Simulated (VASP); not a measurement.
Set up this calculation in VASP 6.6.1, as the native input.

| Quantity | Value |
| --- | --- |
| Task | single point |
| Functional | RPBE |
| Potentials or basis | VASP PAW PBE potentials, release 64 (As) |
| Cutoff | 520 eV |
| k mesh | 9 × 9 × 9 |
| Occupations | fermi-dirac, width 0.1 eV |
| Spin | no spin polarisation |
| Dipole correction | no |
| Further INCAR settings | ALGO = Normal; EDIFF = 1e-07; NBANDS = 12 |

The structure of As lies in POSCAR:

```
As
1.0
    0.0000000000      3.0917923307      3.0917923307
    3.0917923307      0.0000000000      3.0917923307
    3.0917923307      3.0917923307      0.0000000000
As
2
Direct
    0.1250000000      0.1250000000      0.1250000000
    0.8750000000      0.8750000000      0.8750000000
```

One way to write it, as run:

INCAR

```
SYSTEM = As
PREC = Accurate
ENCUT = 520
EDIFF = 1E-7
ISMEAR = -1
SIGMA = 0.1
LREAL = .FALSE.
LASPH = .TRUE.
NELM = 60
ALGO = Normal
ISIF = 2
LWAVE = .FALSE.
LCHARG = .FALSE.
GGA = RP
NBANDS = 12
```

KPOINTS

```
regular mesh
0
G
  9 9 9
  0 0 0
```

Potentials or basis: VASP PAW PBE potentials, release 64 (As).

Command:

```sh
$ cat potpaw_PBE.64/As/POTCAR > POTCAR
$ mpirun -np 1 vasp_std > vasp.out
```

It gave:

```
Pressure               : 0.1 GPa
Band gap on the k mesh : zero (band 5 reaches 3.30 eV, above the bottom of band 6 at 2.34 eV)
```

Caveat: the PAW data sets were made with another functional, which shifts forces and pressure a little.

Run time: 31 s on 1 thread of Intel Xeon 6975P-C (shared host), peak memory 0.2 GiB.
